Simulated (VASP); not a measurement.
A run of VASP 6.6.1 is set up as follows.

File INCAR:

```
SYSTEM = In3As
PREC = Accurate ; ENCUT = 600
EDIFF = 1E-7 ; ISMEAR = 0
SIGMA = 0.1 ; LREAL = .False.
LASPH = .True. ; NELM = 60
ALGO = Normal ; ISIF = 3
LWAVE = .False. ; LCHARG = .False.
GGA = PE ; IBRION = 2
NSW = 90 ; EDIFFG = -0.04
```

The input KPOINTS:

```
Automatic mesh
0
Gamma
  4 4 4
  0 0 0
```

The input POSCAR:

```
In3As
1.0
   -3.1041675800      3.1041675800      3.1041675800
    3.1041675800     -3.1041675800      3.1041675800
    3.1041675800      3.1041675800     -3.1041675800
In As
3 1
Direct
    0.0000000000      0.5000000000      0.5000000000
    0.5000000000      0.0000000000      0.5000000000
    0.5000000000      0.5000000000      0.0000000000
    0.0000000000      0.0000000000      0.0000000000
```

Potentials or basis: VASP PAW PBE potentials, release 64 (In_d, As).

Command:

```bash
$ cat potpaw_PBE.64/In_d/POTCAR potpaw_PBE.64/As/POTCAR > POTCAR
$ mpirun -np 1 vasp_std > vasp.out
```

(1) Estimate the relaxed cell.

(2) Predict the band gap on the k mesh.

(3) What does it give for the space group after relaxing (to 0.05 Å)?

(4) Estimate the relaxed volume.

Results:

(1) a = 5.168 Å, b = 5.168 Å, c = 5.168 Å, α = 109.47°, β = 109.47°, γ = 109.47°.

(2) zero (band 22 reaches 7.05 eV, above the bottom of band 23 at 5.21 eV).

(3) Im-3m (No. 229).

(4) 26.56 Å³/atom.

Caveat: spin-orbit coupling is left out, which moves the levels of the heavy elements.
